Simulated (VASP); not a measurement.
# Co (P-3m1) in VASP: further runs

Co is run at these levels: PBE; tasks: single point, relaxation of cell and atoms.

Everything below comes from runs of VASP 6.6.1. Logs are shortened: lines on timing, memory, paths and dates and some standing lists are left out, and cuts for length are marked.

### 1 The cell of the first run

The typed cell holds 2 atoms: a = 2.487 Å, b = 2.487 Å, c = 4.042 Å, α = 90.00°, β = 90.00°, γ = 120.00°.

### 2 Single point, PBE, collinear spin, ferromagnetic start

INCAR reads:

```
SYSTEM = Co
PREC = Accurate
ENCUT = 520
EDIFF = 1E-6
ISMEAR = 0
SIGMA = 0.1
LREAL = .FALSE.
LASPH = .TRUE.
NELM = 150
ALGO = Normal
ISIF = 2
LWAVE = .FALSE.
LCHARG = .FALSE.
ISPIN = 2
MAGMOM = 1.84 1.84
LORBIT = 11
LMAXMIX = 4
GGA = PE
NBANDS = 20
```

KPOINTS reads:

```
regular mesh
0
G
  9 9 4
  0 0 0
```

POSCAR reads:

```
Co
1.0
    2.4867443256      0.0000000000      0.0000000000
   -1.2433721628      2.1535837587      0.0000000000
    0.0000000000      0.0000000000      4.0421794392
Co
2
Direct
    0.6666666667      0.3333333333      0.2501273377
    0.3333333333      0.6666666667      0.7498726623
```

Potentials or basis: VASP PAW PBE potentials, release 64 (Co).

Run with:

```sh
> cat potpaw_PBE.64/Co/POTCAR > POTCAR
> mpirun -np 1 vasp_std > vasp.out
```

OUTCAR:

```text
SYSTEM = Co
   PREC = Accurate
   ENCUT = 520
   EDIFF = 1E-6
   ISMEAR = 0
   LREAL = .FALSE.
   LASPH = .TRUE.
   NELM = 150
   ISIF = 2
   ISPIN = 2
   LORBIT = 11
   GGA = PE

 ion  position               nearest neighbor table
   1  0.667  0.333  0.250-   2 2.48   2 2.48   2 2.48   2 2.48   2 2.48   2 2.48
   2  0.333  0.667  0.750-   1 2.48   1 2.48   1 2.48   1 2.48   1 2.48   1 2.48

  LATTYP: Found a hexagonal cell.
 ALAT       =     2.4867443256
 C/A-ratio  =     1.6254905651

  Lattice vectors:

 A1 = (   2.4867443256,   0.0000000000,   0.0000000000)
 A2 = (  -1.2433721628,   2.1535837587,   0.0000000000)
 A3 = (   0.0000000000,   0.0000000000,   4.0421794392)

Analysis of symmetry for initial positions (statically):
=====================================================================
 Subroutine PRICEL returns:
 Original cell was already a primitive cell.

 Routine SETGRP: Setting up the symmetry group for a
 hexagonal supercell.

 Subroutine GETGRP returns: Found 12 space group operations
 (whereof 12 operations were pure point group operations)
 out of a pool of 24 trial point group operations.

The static configuration has the point symmetry D_3d.

Analysis of symmetry for dynamics (positions and initial velocities):
=====================================================================
 Subroutine PRICEL returns:
 Original cell was already a primitive cell.

 Routine SETGRP: Setting up the symmetry group for a
 hexagonal supercell.

 Subroutine GETGRP returns: Found 12 space group operations
 (whereof 12 operations were pure point group operations)
 out of a pool of 24 trial point group operations.

The dynamic configuration has the point symmetry D_3d.

Analysis of structural, dynamic, and magnetic symmetry:
=====================================================================
 Subroutine PRICEL returns:
 Original cell was already a primitive cell.

 Routine SETGRP: Setting up the symmetry group for a
 hexagonal supercell.

 Subroutine GETGRP returns: Found 12 space group operations
 (whereof 12 operations were pure point group operations)
 out of a pool of 24 trial point group operations.

The overall configuration has the point symmetry D_3d.

 Subroutine INISYM returns: Found 12 space group operations
 (whereof 12 operations are pure point group operations),
 and found     1 'primitive' translations

----------------------------------------------------------------------------------------

                                     Primitive cell

  volume of cell :      21.6475

  direct lattice vectors                    reciprocal lattice vectors
     2.486744326  0.000000000  0.000000000     0.402132213  0.232171142  0.000000000
    -1.243372163  2.153583759  0.000000000     0.000000000  0.464342283  0.000000000
     0.000000000  0.000000000  4.042179439     0.000000000  0.000000000  0.247391293

  length of vectors
     2.486744326  2.486744326  4.042179439     0.464342283  0.464342283  0.247391293

  position of ions in fractional coordinates (direct lattice)
     0.666666667  0.333333333  0.250127338
     0.333333333  0.666666667  0.749872662

  ion indices of the primitive-cell ions
   primitive index   ion index
                 1           1
                 2           2

----------------------------------------------------------------------------------------

 KPOINTS: regular mesh

Automatic generation of k-mesh.
 Grid dimensions read from file:
 generate k-points for:    9    9    4

 Generating k-lattice:

  Cartesian coordinates                     Fractional coordinates (reciprocal lattice)
     0.044681357  0.025796794  0.000000000     0.111111111  0.000000000  0.000000000
     0.000000000  0.051593587  0.000000000     0.000000000  0.111111111  0.000000000
     0.000000000  0.000000000  0.061847823     0.000000000  0.000000000  0.250000000

  Length of vectors
     0.051593587  0.051593587  0.061847823

  Shift w.r.t. Gamma in fractional coordinates (k-lattice)
     0.000000000  0.000000000  0.000000000

 Subroutine IBZKPT returns following result:
 ===========================================

 Found     43 irreducible k-points:

 Following reciprocal coordinates:
            Coordinates               Weight
  0.000000  0.000000  0.000000      1.000000
  0.111111  0.000000  0.000000      6.000000
  0.222222 -0.000000  0.000000      6.000000
  0.333333 -0.000000  0.000000      6.000000
  0.444444 -0.000000  0.000000      6.000000
  0.111111  0.111111  0.000000      6.000000
[... 16 lines left out ...]
  0.222222  0.111111  0.250000     12.000000
 -0.111111  0.333333  0.250000     12.000000
 [... further k-points ...]
   k-points           NKPTS =     43   k-points in BZ     NKDIM =     43   number of bands    NBANDS=     20
   number of dos      NEDOS =    301   number of ions     NIONS =      2
   total plane-waves  NPLWV =   9720
   dimension x,y,z NGX =    18 NGY =   18 NGZ =   30
   dimension x,y,z NGXF=    36 NGYF=   36 NGZF=   60
   ions per type =               2
   NGX,Y,Z   is equivalent  to a cutoff of  12.03, 12.03, 12.34 a.u.
   NGXF,Y,Z  is equivalent  to a cutoff of  24.07, 24.07, 24.68 a.u.
 SYSTEM =  Co
   PREC   = accura    normal or accurate (medium, high low for compatibility)
   ISTART =      0    job   : 0-new  1-cont  2-samecut
   ICHARG =      2    charge: 1-file 2-atom 10-const
   ISPIN  =      2    spin polarized calculation?
   LNONCOLLINEAR =      F non collinear calculations
   LSORBIT =      F    spin-orbit coupling
   LASPH  =      T    aspherical Exc in radial PAW
   ENCUT  =  520.0 eV  38.22 Ry    6.18 a.u.   4.62  4.62  7.52*2*pi/ulx,y,z
   NELM   =    150;   NELMIN=  2; NELMDL= -5     # of ELM steps
   EDIFF  = 0.1E-05   stopping-criterion for ELM
   LREAL  =      F    real-space projection
   EDIFFG = 0.1E-04   stopping-criterion for IOM
   NSW    =      0    number of steps for IOM
   IBRION =     -1    ionic relax: 0-MD 1-quasi-New 2-CG
   NFREE  =      0    steps in history (QN), initial steepest desc. (CG)
   ISIF   =      2    stress and relaxation
   ISYM   =      2    0-nonsym 1-usesym 2-fastsym
   POTIM  = 0.5000    time-step for ionic-motion
   TEBEG  =    0.0;   TEEND  =   0.0 temperature during run
   PSTRESS=    0.0 pullay stress
   NELECT =      18.0000    total number of electrons
   NUPDOWN=      -1.0000    fix difference up-down
   EMIN   =  10.00;   EMAX   =-10.00  energy-range for DOS
   EFERMI =   0.00;   METHOD = LEGACY
   ISMEAR =     0;   SIGMA  =   0.10  broadening in eV -4-tet -1-fermi 0-gaus
   EFERMI_NEDOS =   21; number of points for ismear=-14 and -15
   IALGO  =     38    algorithm
   IMIX   =      4    mixing-type and parameters
     AMIX     =   0.40;   BMIX     =  1.00
     AMIX_MAG =   1.60;   BMIX_MAG =  1.00
  volume/ion in A,a.u.               =      10.82        73.04
  Fermi-wavevector in a.u.,A,eV,Ry     =   1.539440  2.909120 32.244124  2.369876
  Thomas-Fermi vector in A             =   2.645668
   LORBIT       =     11    0 simple, 1 ext, 2 COOP (PROOUT), +10 PAW based schemes
   GGA     = PE    functional components
   LHFCALC =     F    Hartree Fock is set to
   AEXX    =    0.0000 exact exchange contribution
   IVDW    =     0    specifies the selected vdW correction
   LEPSILON=     F    determine dielectric tensor
   LRPA    =     F    only Hartree local field effects (RPA)
 spin polarized calculation
 Gauss-broadening in eV      SIGMA  =   0.10
  energy-cutoff  :      520.00
  volume of cell :       21.65
 maximum number of plane-waves:       600
   NGX =  9   NGY =  9   NGZ = 15

 number of electron      18.0000008 magnetization       3.1251624

 Free energy of the ion-electron system (eV)
  ---------------------------------------------------
  ext. energy  EPLUGINS =         0.00000000
  ---------------------------------------------------
  free energy    TOTEN  =       -14.06149773 eV

  energy without entropy =      -14.05230739  energy(sigma->0) =      -14.05690256

 E-fermi :  10.3019     XC(G=0): -13.4167

 val. band max:       10.3015957760   @ k =   0.1111   0.1111   0.0000
 cond. band min:      10.3020025401   @ k =   0.1111   0.0000   0.2500
 fundamental gap:      0.0004067641
 Fermi energy:        10.3018826819

 spin component 1

 k-point     1 :       0.0000    0.0000    0.0000
  band No.  band energies     occupation
      1       1.3666      1.00000
      2       5.1660      1.00000
      3       7.6817      1.00000
      4       7.7402      1.00000
      5       7.7402      1.00000
      6       8.0484      1.00000
[... 12 lines left out ...]
     19      36.3288      0.00000
     20      36.3288      0.00000
[... 507 lines left out ...]
 k-point    24 :      -0.1111    0.3333    0.2500
  band No.  band energies     occupation
      1       4.4424      1.00000
      2       6.1854      1.00000
      3       6.3920      1.00000
      4       6.9912      1.00000
      5       7.4671      1.00000
      6       7.9273      1.00000
[... 12 lines left out ...]
     19      34.9457      0.00000
     20      37.2040      0.00000

 [... further k-points ...]

 spin component 2

 k-point     1 :       0.0000    0.0000    0.0000
  band No.  band energies     occupation
      1       1.3639      1.00000
      2       6.0710      1.00000
      3       9.2639      1.00000
      4       9.3123      1.00000
      5       9.3123      1.00000
      6       9.6712      1.00000
[... 12 lines left out ...]
     19      36.6100      0.00000
     20      36.6100      0.00000
[... 507 lines left out ...]
 k-point    24 :      -0.1111    0.3333    0.2500
  band No.  band energies     occupation
      1       4.5934      1.00000
      2       7.0103      1.00000
      3       7.6578      1.00000
      4       8.2732      1.00000
      5       8.9507      1.00000
      6       9.3677      1.00000
[... 12 lines left out ...]
     19      35.1367      0.00000
     20      37.3571      0.00000

 [... further k-points ...]

------------------------ aborting loop because EDIFF is reached ----------------------------------------

  FORCE on cell =-STRESS in cart. coord.  units (eV):
  Direction    XX          YY          ZZ          XY          YZ          ZX
  --------------------------------------------------------------------------------------
  -------------------------------------------------------------------------------------
  Total       -0.1062695     -0.1062695     -0.1143964      0.0000000      0.0000000      0.0000000
  in kB       -7.8652173     -7.8652173     -8.4667019      0.0000000      0.0000000      0.0000000
  external PRESSURE =      -8.0657122 kB  Pullay stress =       0.0000000 kB

 VOLUME and BASIS-vectors are now :
 -----------------------------------------------------------------------------
  energy-cutoff  :      520.00
  volume of cell :       21.65
      direct lattice vectors                 reciprocal lattice vectors
     2.486744326  0.000000000  0.000000000     0.402132213  0.232171142  0.000000000
    -1.243372163  2.153583759  0.000000000     0.000000000  0.464342283  0.000000000
     0.000000000  0.000000000  4.042179439     0.000000000  0.000000000  0.247391293

 POSITION                                       TOTAL-FORCE (eV/Angst)
 -----------------------------------------------------------------------------------
      1.24337      0.71786      1.01106        -0.000000      0.000000     -0.006406
     -0.00000      1.43572      3.03112         0.000000     -0.000000      0.006406
 -----------------------------------------------------------------------------------
    total drift:                                0.000000     -0.000000     -0.000000

  FREE ENERGIE OF THE ION-ELECTRON SYSTEM (eV)
  ---------------------------------------------------
  free  energy   TOTEN  =       -14.0614977348 eV

  energy  without entropy=      -14.0523073915  energy(sigma->0) =      -14.05690256

 total charge

# of ion       s       p       d       tot
------------------------------------------
    1        0.489   0.519   7.271   8.279
    2        0.489   0.519   7.271   8.279
--------------------------------------------------
tot          0.977   1.038  14.542  16.558

 magnetization (x)

# of ion       s       p       d       tot
------------------------------------------
    1       -0.015  -0.050   1.647   1.581
    2       -0.015  -0.050   1.647   1.581
--------------------------------------------------
tot         -0.030  -0.101   3.294   3.163
```

It took 24 s on 1 thread of AMD EPYC 9R14 (Zen 4), shared host; peak memory 0.12 GiB.

Results:

```
Free energy                                           : -14.0615 eV
Pressure                                              : -0.8 GPa
Largest force                                         : 0.006 eV/Å
Net moment                                            : 3.13 μB per cell
Site moments                                          : Co +1.58 μB
Valence electrons inside the program's atomic spheres : Co 8.28
```

Forces on the atoms (eV/Å):
```
Co   0.000  0.000 -0.006
Co   0.000  0.000  0.006
```

Caveat: the k points lie up to 0.39 Å⁻¹ apart.

### 3 Relaxation of cell and atoms, PBE, collinear spin, ferromagnetic start

This run uses another cell than the first one, of 10.89 Å³/atom.

INCAR reads:

```
PREC     = Accurate       # precision mode
ENCUT    = 600            # plane-wave cutoff, eV
EDIFF    = 1E-7           # SCF threshold, eV
ISMEAR   = 0              # smearing method
SIGMA    = 0.1            # smearing width, eV
LREAL    = F              # projectors in reciprocal space
LASPH    = T              # aspherical terms in the spheres
NELM     = 150            # most SCF steps
ALGO     = Normal         # electronic algorithm
ISIF     = 3              # what is computed and relaxed
LWAVE    = F              # write WAVECAR
LCHARG   = F              # write CHGCAR
ISPIN    = 2              # spin polarisation
MAGMOM   = 1.84 1.84      # initial moments
LORBIT   = 11             # projections on sites
LMAXMIX  = 4              # l up to which the mixer works
GGA      = PE             # functional
IBRION   = 2              # ionic algorithm
NSW      = 90             # ionic steps
EDIFFG   = -0.04          # ionic threshold
```

KPOINTS reads:

```
Automatic mesh
0
Gamma
  9 9 4
```

POSCAR reads:

```
Co
1.0
    2.4873648738      0.0000000000      0.0000000000
   -1.2436824369      2.1541211692      0.0000000000
    0.0000000000      0.0000000000      4.0632895034
Co
2
Direct
    0.6666666700      0.3333333300      0.2598610000
    0.3333333300      0.6666666700      0.7401390000
```

Potentials or basis: VASP PAW PBE potentials, release 64 (Co).

Run with:

```sh
> cat potpaw_PBE.64/Co/POTCAR > POTCAR
> mpirun -np 1 vasp_std > vasp.out
```

Run time: 1.7 min. Hardware: 1 thread of AMD EPYC 9R14 (Zen 4), shared host; peak memory 0.14 GiB.

The run converged. Its results:

```yaml
Free_energy: -14.0611 eV
Relaxed_volume: 10.76 Å³/atom
Relaxed_cell: a = 2.483 Å, b = 2.483 Å, c = 4.029 Å, α = 90.00°, β = 90.00°, γ = 120.00°
Space_group_after_relaxing_to_0.1_Å: P6_3/mmc (No. 194)
Energy_gained_by_relaxing: 10.1 meV/atom
Ionic_steps: 6
Pressure_after_relaxing: 0.4 GPa
Largest_force_after_relaxing: 0.015 eV/Å
Net_moment: 3.11 μB per cell
Site_moments: Co +1.57 μB
Valence_electrons_inside_the_program's_atomic_spheres: Co 8.29
```

Forces on the atoms (eV/Å):
```
Co   0.000  0.000  0.015
Co   0.000  0.000 -0.015
```

Stress tensor (GPa, compression positive):
```
0.33 0.00 0.00
0.00 0.33 0.00
0.00 0.00 0.53
```

Step by step:
```tsv
step	energy change (eV)	largest force (eV/Å)	pressure (GPa)	volume (Å³)
1	0.0000	0.5036	-0.71	21.77
2	-0.0166	0.1778	-0.08	21.62
3	-0.0188	0.0305	0.53	21.54
4	-0.0201	0.0186	-0.75	21.64
5	-0.0201	0.0104	-0.57	21.63
6	-0.0202	0.0150	0.40	21.52
```

Final structure:
```yaml
crystal:
  lattice:
    - [2.48330, 0.00000, 0.00000]
    - [-1.24165, 2.15060, 0.00000]
    - [0.00000, 0.00000, 4.02912]
  atoms:
    - { symbol: Co, position: [0.66667, 0.33333, 0.24973] }
    - { symbol: Co, position: [0.33333, 0.66667, 0.75027] }
```

Levels at points of the mesh, in eV from the Fermi level:
Spin up:
| k point | band 6 | band 7 | band 8 | band 9 | band 10 | band 11 | band 12 | band 13 | band 14 | band 15 |
| --- | --- | --- | --- | --- | --- | --- | --- | --- | --- | --- |
| (0.00, 0.00, 0.00) | -2.26 | -2.26 | -1.90 | -1.90 | -0.80 | -0.80 | -0.13 | 6.39 | 22.07 | 24.76 |
| (0.00, 0.00, 0.50) | -2.64 | -2.64 | -2.64 | -1.11 | -1.11 | -1.11 | -1.11 | 15.01 | 15.05 | 22.80 |
Spin down:
| k point | band 4 | band 5 | band 6 | band 7 | band 8 | band 9 | band 10 | band 11 |
| --- | --- | --- | --- | --- | --- | --- | --- | --- |
| (0.00, 0.00, 0.00) | -1.00 | -1.00 | -0.64 | -0.64 | -0.18 | -0.18 | -0.18 | 1.03 |
| (0.00, 0.00, 0.50) | -1.58 | -1.06 | -1.06 | -1.06 | -1.06 | 0.69 | 0.69 | 0.69 |

Caveat: the k points lie up to 0.39 Å⁻¹ apart in the final cell.
